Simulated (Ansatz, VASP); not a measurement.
## One calculation of BeH2, two programs

The input POSCAR:

```
BeH2
1.0
    0.0000000000      1.9734932835      1.9734932835
    1.9734932835      0.0000000000      1.9734932835
    1.9734932835      1.9734932835      0.0000000000
Be H
1 2
Direct
    0.0000000000      0.0000000000      0.0000000000
    0.2500000000      0.2500000000      0.2500000000
    0.7500000000      0.7500000000      0.7500000000
```

File INCAR.step1:

```
PREC = Accurate
ENCUT = 660
ISMEAR = -1
SIGMA = 0.03
LREAL = F
LASPH = T
NELM = 120
NBANDS = 9
GGA = PE
ALGO = Normal
EDIFF = 1E-5
LWAVE = T
LCHARG = F
GGA_COMPAT = F
```

File INCAR.step2:

```
PREC = Accurate
ENCUT = 660
EDIFF = 1E-6
ISMEAR = -1
SIGMA = 0.03
LREAL = F
LASPH = T
NELM = 120
ALGO = Normal
ISIF = 2
LWAVE = F
LCHARG = F
METAGGA = R2SCAN
LMIXTAU = T
LUSE_VDW = T
IVDW_NL = 2
BPARAM = 11.95
CPARAM = 0.0093
NBANDS = 9
ISTART = 1
GGA_COMPAT = F
```

File KPOINTS:

```
regular mesh
0
Gamma
  12 12 12
```

Input for Ansatz:

```yaml
crystal:
  lattice:
    - [0.0, 1.9734932835, 1.9734932835]
    - [1.9734932835, 0.0, 1.9734932835]
    - [1.9734932835, 1.9734932835, 0.0]
  atoms:
    - { symbol: Be, position: [0.0, 0.0, 0.0] }
    - { symbol: H, position: [0.25, 0.25, 0.25] }
    - { symbol: H, position: [0.75, 0.75, 0.75] }
kpoints:
  mp_grid: { grid: [12, 12, 12] }
  band_path:
    path:
      - [0.0, 0.0, 0.0]
      - [0.5, 0.0, 0.5]
      - [0.625, 0.25, 0.625]
      - [0.375, 0.375, 0.75]
      - [0.5, 0.5, 0.5]
      - [0.5, 0.25, 0.75]
    npoints: 1
hamiltonian:
  xc: r2scan
  dispersion: rvv10
scf:
  occupations: { method: fermi_dirac, width: 0.03 }
  n_extra_bands: 4
output:
  forces: true
  stress: true
  eigenvalues: true
```

Alike in both runs: task single point; functional r2SCAN; dispersion rVV10; k mesh 12 × 12 × 12; occupations fermi-dirac, width 0.03 eV; no spin polarisation.

|  | VASP | Ansatz |
| --- | --- | --- |
| version | VASP 6.6.1 | Ansatz 0.2.0 |
| potentials or method | VASP PAW PBE potentials, release 64 (Be, H) | plane waves, PAW |
| plane-wave cutoff (eV) | 660 | 500 |
| valence electrons in the cell | 4 | 4 |

Ansatz gave:

- pressure (GPa): -0.4

Estimate VASP's values.

pressure (GPa): -0.2.

VASP's potentials were made for PBE, not for r2SCAN.
